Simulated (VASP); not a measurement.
# ZnCd3Te4 (P-4m2) in VASP: single point with LDA

Aim: the single point of ZnCd3Te4 with LDA.

Everything below comes from runs of VASP 6.6.1. Logs are shortened: lines on timing, memory, paths and dates and some standing lists are left out, and cuts for length are marked.

## (1) The cell of the first run

The structure is tetragonal, space group P-4m2 (No. 115). The conventional cell has a = 4.596 Å, b = 4.596 Å, c = 13.060 Å, α = 90.00°, β = 90.00°, γ = 90.00°. Within 3.6 Å of Zn (site symmetry -4m2) lie 4 Te at 2.72 Å. Within 3.8 Å of Cd (site symmetry 2mm) lie 4 Te at 2.85 to 2.86 Å. Cd (site symmetry -4m2) has 4 Te at 2.85 Å within 3.8 Å. Within 3.8 Å of Te (site symmetry 2mm) lie 4 Cd at 2.85 Å. Te (site symmetry 2mm) has 2 Zn at 2.72 Å and 2 Cd at 2.86 Å within 3.6 Å.

## (2) Single point, LDA

Contents of POSCAR:

```
ZnCd3Te4
1.0
    4.5958892000      0.0000000000      0.0000000000
    0.0000000000      4.5958892000      0.0000000000
    0.0000000000      0.0000000000     13.0604635000
Zn Cd Te
1 3 4
Direct
    0.0000000000      0.0000000000      0.0000000000
    0.5000000000      0.5000000000      0.7589550000
    0.0000000000      0.0000000000      0.5000000000
    0.5000000000      0.5000000000      0.2410450000
    0.5000000000      0.0000000000      0.6294940000
    0.0000000000      0.5000000000      0.3705060000
    0.5000000000      0.0000000000      0.1109910000
    0.0000000000      0.5000000000      0.8890090000
```

Contents of INCAR.step1:

```
PREC     = Accurate       # precision mode
ENCUT    = 520            # plane-wave cutoff, eV
EDIFF    = 1E-6           # SCF threshold, eV
ISMEAR   = 0              # smearing method
SIGMA    = 0.02           # smearing width, eV
LREAL    = False          # projectors in reciprocal space
LASPH    = True           # aspherical terms in the spheres
NELM     = 60             # most SCF steps
ALGO     = Normal         # electronic algorithm
ISIF     = 2              # what is computed and relaxed
LWAVE    = False          # write WAVECAR
LCHARG   = True           # write CHGCAR
NBANDS   = 46             # bands
```

Contents of KPOINTS.step1:

```
Automatic mesh
0
Gamma
  6 6 2
```

Contents of INCAR.step2:

```
PREC     = Accurate       # precision mode
ENCUT    = 520            # plane-wave cutoff, eV
EDIFF    = 1E-6           # SCF threshold, eV
ISMEAR   = -5             # smearing method
SIGMA    = 0.02           # smearing width, eV
LREAL    = False          # projectors in reciprocal space
LASPH    = True           # aspherical terms in the spheres
NELM     = 60             # most SCF steps
ALGO     = Normal         # electronic algorithm
ISIF     = 2              # what is computed and relaxed
LWAVE    = False          # write WAVECAR
LCHARG   = False          # write CHGCAR
LORBIT   = 10             # projections on sites
NBANDS   = 46             # bands
NEDOS    = 1001           # points of the DOS
ICHARG   = 11             # starting density
```

Contents of KPOINTS.step2:

```
Automatic mesh
0
Gamma
  9 9 3
```

Potentials or basis: VASP PAW LDA potentials, release 64 (Zn, Cd, Te).

Launch:

```bash
$ cat potpaw_LDA.64/Zn/POTCAR potpaw_LDA.64/Cd/POTCAR potpaw_LDA.64/Te/POTCAR > POTCAR
$ cp INCAR.step1 INCAR
$ cp KPOINTS.step1 KPOINTS
$ mpirun -np 1 vasp_std > vasp.out
$ cp INCAR.step2 INCAR
$ cp KPOINTS.step2 KPOINTS
$ mpirun -np 1 vasp_std > vasp.out
```

OUTCAR:

```text
PREC = Accurate
   ENCUT = 520
   EDIFF = 1E-6
   ISMEAR = -5
   LREAL = False
   LASPH = True
   NELM = 60
   ISIF = 2
   LORBIT = 10
   ICHARG = 11

 ion  position               nearest neighbor table
   1  0.000  0.000  0.000-   7 2.72   8 2.72   8 2.72   7 2.72
   2  0.500  0.500  0.759-   5 2.85   5 2.85   8 2.86   8 2.86
   3  0.000  0.000  0.500-   5 2.85   6 2.85   6 2.85   5 2.85
   4  0.500  0.500  0.241-   6 2.85   6 2.85   7 2.86   7 2.86
   5  0.500  0.000  0.629-   2 2.85   2 2.85   3 2.85   3 2.85
   6  0.000  0.500  0.371-   4 2.85   4 2.85   3 2.85   3 2.85
   7  0.500  0.000  0.111-   1 2.72   1 2.72   4 2.86   4 2.86
   8  0.000  0.500  0.889-   1 2.72   1 2.72   2 2.86   2 2.86

  LATTYP: Found a simple tetragonal cell.
 ALAT       =     4.5958892000
 C/A-ratio  =     2.8417707503

  Lattice vectors:

 A1 = (   4.5958892000,   0.0000000000,   0.0000000000)
 A2 = (   0.0000000000,   4.5958892000,   0.0000000000)
 A3 = (   0.0000000000,   0.0000000000,  13.0604635000)

Analysis of symmetry for initial positions (statically):
=====================================================================
 Subroutine PRICEL returns:
 Original cell was already a primitive cell.

 Routine SETGRP: Setting up the symmetry group for a
 simple tetragonal supercell.

 Subroutine GETGRP returns: Found  8 space group operations
 (whereof  8 operations were pure point group operations)
 out of a pool of 16 trial point group operations.

The static configuration has the point symmetry D_2d.

Analysis of symmetry for dynamics (positions and initial velocities):
=====================================================================
 Subroutine PRICEL returns:
 Original cell was already a primitive cell.

 Routine SETGRP: Setting up the symmetry group for a
 simple tetragonal supercell.

 Subroutine GETGRP returns: Found  8 space group operations
 (whereof  8 operations were pure point group operations)
 out of a pool of 16 trial point group operations.

The dynamic configuration has the point symmetry D_2d.

 Subroutine INISYM returns: Found  8 space group operations
 (whereof  8 operations are pure point group operations),
 and found     1 'primitive' translations

----------------------------------------------------------------------------------------

                                     Primitive cell

  volume of cell :     275.8657

  direct lattice vectors                    reciprocal lattice vectors
     4.595889200  0.000000000  0.000000000     0.217585750  0.000000000  0.000000000
     0.000000000  4.595889200  0.000000000     0.000000000  0.217585750  0.000000000
     0.000000000  0.000000000 13.060463500     0.000000000  0.000000000  0.076566961

  length of vectors
     4.595889200  4.595889200 13.060463500     0.217585750  0.217585750  0.076566961

  position of ions in fractional coordinates (direct lattice)
     0.000000000  0.000000000  0.000000000
     0.500000000  0.500000000  0.758955000
     0.000000000  0.000000000  0.500000000
     0.500000000  0.500000000  0.241045000
     0.500000000  0.000000000  0.629494000
     0.000000000  0.500000000  0.370506000
     0.500000000  0.000000000  0.110991000
     0.000000000  0.500000000  0.889009000

  ion indices of the primitive-cell ions
   primitive index   ion index
                 1           1
                 2           2
                 3           3
                 4           4
                 5           5
                 6           6
                 7           7
                 8           8

----------------------------------------------------------------------------------------

 KPOINTS: Automatic mesh

Automatic generation of k-mesh.
 Grid dimensions read from file:
 generate k-points for:    9    9    3

 Generating k-lattice:

  Cartesian coordinates                     Fractional coordinates (reciprocal lattice)
     0.024176194  0.000000000  0.000000000     0.111111111  0.000000000  0.000000000
     0.000000000  0.024176194  0.000000000     0.000000000  0.111111111  0.000000000
     0.000000000  0.000000000  0.025522320     0.000000000  0.000000000  0.333333333

  Length of vectors
     0.024176194  0.024176194  0.025522320

  Shift w.r.t. Gamma in fractional coordinates (k-lattice)
     0.000000000  0.000000000  0.000000000

 TETIRR: Found    352 inequivalent tetrahedra from     1458

 Subroutine IBZKPT returns following result:
 ===========================================

 Found     30 irreducible k-points:

 Following reciprocal coordinates:
            Coordinates               Weight
  0.000000  0.000000  0.000000      1.000000
  0.111111  0.000000  0.000000      4.000000
  0.222222  0.000000  0.000000      4.000000
  0.333333  0.000000  0.000000      4.000000
  0.444444  0.000000  0.000000      4.000000
  0.111111  0.111111  0.000000      4.000000
[... 16 lines left out ...]
  0.333333  0.111111  0.333333     16.000000
  0.444444  0.111111  0.333333     16.000000
 [... further k-points ...]
   k-points           NKPTS =     30   k-points in BZ     NKDIM =     30   number of bands    NBANDS=     46
   number of dos      NEDOS =   1001   number of ions     NIONS =      8
   total plane-waves  NPLWV = 127008
   dimension x,y,z NGX =    36 NGY =   36 NGZ =   98
   dimension x,y,z NGXF=    72 NGYF=   72 NGZF=  196
   ions per type =               1   3   4
   NGX,Y,Z   is equivalent  to a cutoff of  13.02, 13.02, 12.47 a.u.
   NGXF,Y,Z  is equivalent  to a cutoff of  26.04, 26.04, 24.95 a.u.
 SYSTEM =  unknown system
   PREC   = accura    normal or accurate (medium, high low for compatibility)
   ISTART =      0    job   : 0-new  1-cont  2-samecut
   ICHARG =     11    charge: 1-file 2-atom 10-const
   ISPIN  =      1    spin polarized calculation?
   LNONCOLLINEAR =      F non collinear calculations
   LSORBIT =      F    spin-orbit coupling
   LASPH  =      T    aspherical Exc in radial PAW
   ENCUT  =  520.0 eV  38.22 Ry    6.18 a.u.   8.55  8.55 24.28*2*pi/ulx,y,z
   NELM   =     60;   NELMIN=  2; NELMDL=  0     # of ELM steps
   EDIFF  = 0.1E-05   stopping-criterion for ELM
   LREAL  =      F    real-space projection
   EDIFFG = 0.1E-04   stopping-criterion for IOM
   NSW    =      0    number of steps for IOM
   IBRION =     -1    ionic relax: 0-MD 1-quasi-New 2-CG
   NFREE  =      0    steps in history (QN), initial steepest desc. (CG)
   ISIF   =      2    stress and relaxation
   ISYM   =      2    0-nonsym 1-usesym 2-fastsym
   POTIM  = 0.5000    time-step for ionic-motion
   TEBEG  =    0.0;   TEEND  =   0.0 temperature during run
   PSTRESS=    0.0 pullay stress
   NELECT =      72.0000    total number of electrons
   NUPDOWN=      -1.0000    fix difference up-down
   EMIN   =  10.00;   EMAX   =-10.00  energy-range for DOS
   EFERMI =   0.00;   METHOD = LEGACY
   ISMEAR =    -5;   SIGMA  =   0.02  broadening in eV -4-tet -1-fermi 0-gaus
   EFERMI_NEDOS =   21; number of points for ismear=-14 and -15
   IALGO  =     38    algorithm
   IMIX   =      4    mixing-type and parameters
     AMIX     =   0.40;   BMIX     =  1.00
     AMIX_MAG =   1.60;   BMIX_MAG =  1.00
  volume/ion in A,a.u.               =      34.48       232.70
  Fermi-wavevector in a.u.,A,eV,Ry     =   1.046212  1.977054 14.892392  1.094560
  Thomas-Fermi vector in A             =   2.181041
   LORBIT       =     10    0 simple, 1 ext, 2 COOP (PROOUT), +10 PAW based schemes
   GGA     = CA    functional components
   LHFCALC =     F    Hartree Fock is set to
   AEXX    =    0.0000 exact exchange contribution
   IVDW    =     0    specifies the selected vdW correction
   LEPSILON=     F    determine dielectric tensor
   LRPA    =     F    only Hartree local field effects (RPA)
 non-spin polarized calculation
 Fermi weights with tetrahedron method with Bloechl corrections
  energy-cutoff  :      520.00
  volume of cell :      275.87
 maximum number of plane-waves:      7471
 NGX is ok and might be reduce to    36

 number of electron      71.9999982 magnetization

 Free energy of the ion-electron system (eV)
  ---------------------------------------------------
  ext. energy  EPLUGINS =         0.00000000
  ---------------------------------------------------
  free energy    TOTEN  =       -24.28351158 eV

  energy without entropy =      -24.28351158  energy(sigma->0) =      -24.28351158

 E-fermi :   1.8735     XC(G=0):  -8.7883

 val. band max:        1.8585615968   @ k =   0.0000   0.0000   0.0000
 cond. band min:       2.2853323929   @ k =   0.0000   0.0000   0.0000
 fundamental gap:      0.4267707961
 Fermi energy:         1.8734941645

 k-point     1 :       0.0000    0.0000    0.0000
  band No.  band energies     occupation
      1      -9.2599      2.00000
      2      -8.9590      2.00000
      3      -8.8591      2.00000
      4      -8.6012      2.00000
      5      -6.2655      2.00000
      6      -6.2655      2.00000
[... 38 lines left out ...]
     45       6.3564      0.00000
     46       6.3578      0.00000

 k-point     2 :       0.1111    0.0000    0.0000
  band No.  band energies     occupation
      1      -9.2240      2.00000
      2      -8.9399      2.00000
      3      -8.8451      2.00000
      4      -8.6027      2.00000
      5      -6.2625      2.00000
      6      -6.2537      2.00000
[... 38 lines left out ...]
     45       6.4204      0.00000
     46       6.5848      0.00000

 k-point     3 :       0.2222    0.0000    0.0000
  band No.  band energies     occupation
      1      -9.1249      2.00000
      2      -8.8905      2.00000
      3      -8.8106      2.00000
      4      -8.6128      2.00000
      5      -6.2539      2.00000
      6      -6.2486      2.00000
[... 1018 lines left out ...]
     45       7.1465      0.00000
     46       7.4141      0.00000

 k-point    24 :       0.4444    0.1111    0.3333
  band No.  band energies     occupation
      1      -8.8266      2.00000
      2      -8.7771      2.00000
      3      -8.7388      2.00000
      4      -8.6964      2.00000
      5      -6.2264      2.00000
      6      -6.2198      2.00000
[... 38 lines left out ...]
     45       7.2411      0.00000
     46       7.3679      0.00000

 [... further k-points ...]
[... 5 lines left out ...]
  --------------------------------------------------------------------------------------
  -------------------------------------------------------------------------------------
  Total       -6.0429606     -6.0429606     -6.0346843      0.0000000      0.0000000      0.0000000
  in kB      -35.0964069    -35.0964069    -35.0483395      0.0000000      0.0000000      0.0000000
  external PRESSURE =     -35.0803844 kB  Pullay stress =       0.0000000 kB

 VOLUME and BASIS-vectors are now :
 -----------------------------------------------------------------------------
  energy-cutoff  :      520.00
  volume of cell :      275.87
      direct lattice vectors                 reciprocal lattice vectors
     4.595889200  0.000000000  0.000000000     0.217585750  0.000000000  0.000000000
     0.000000000  4.595889200  0.000000000     0.000000000  0.217585750  0.000000000
     0.000000000  0.000000000 13.060463500     0.000000000  0.000000000  0.076566961

 POSITION                                       TOTAL-FORCE (eV/Angst)
 -----------------------------------------------------------------------------------
      0.00000      0.00000      0.00000        -0.000000     -0.000000      0.000000
      2.29794      2.29794      9.91230         0.000000      0.000000     -0.001738
      0.00000      0.00000      6.53023         0.000000      0.000000      0.000000
      2.29794      2.29794      3.14816         0.000000      0.000000      0.001738
      2.29794      0.00000      8.22148         0.000000      0.000000      0.000097
      0.00000      2.29794      4.83898         0.000000     -0.000000     -0.000097
      2.29794      0.00000      1.44959         0.000000      0.000000      0.025417
      0.00000      2.29794     11.61087         0.000000     -0.000000     -0.025417
 -----------------------------------------------------------------------------------
    total drift:                                0.000000      0.000000      0.000000

  FREE ENERGIE OF THE ION-ELECTRON SYSTEM (eV)
  ---------------------------------------------------
  free  energy   TOTEN  =       -24.2835115776 eV

  energy  without entropy=      -24.2835115776  energy(sigma->0) =      -24.28351158

 total charge

# of ion       s       p       d       tot
------------------------------------------
    1        0.554   0.371   9.759  10.683
    2        0.479   0.294   9.521  10.294
    3        0.478   0.293   9.522  10.293
    4        0.479   0.294   9.521  10.294
    5        1.361   2.022   0.019   3.403
    6        1.361   2.022   0.019   3.403
    7        1.361   2.021   0.021   3.402
    8        1.361   2.021   0.021   3.402
--------------------------------------------------
tot          7.432   9.338  38.404  55.175
```

Run time: 3.2 min. Hardware: 1 thread of Intel Xeon 6975P-C (Granite Rapids), shared host; peak memory 0.47 GiB.

Results:

| Quantity | Value |
| --- | --- |
| Valence electrons inside the program's atomic spheres | Zn 10.68; Cd 10.29; Te 3.40 |

Levels at points of the mesh, in eV from the valence-band top:
| k point | band 33 | band 34 | band 35 | band 36 | band 37 | band 38 | band 39 | band 40 |
| --- | --- | --- | --- | --- | --- | --- | --- | --- |
| (0.00, 0.00, 0.00) | -0.93 | -0.07 | 0.00 | 0.00 | 0.43 | 2.17 | 2.45 | 2.80 |

Caveat: spin-orbit coupling is left out, which moves the levels of the heavy elements.
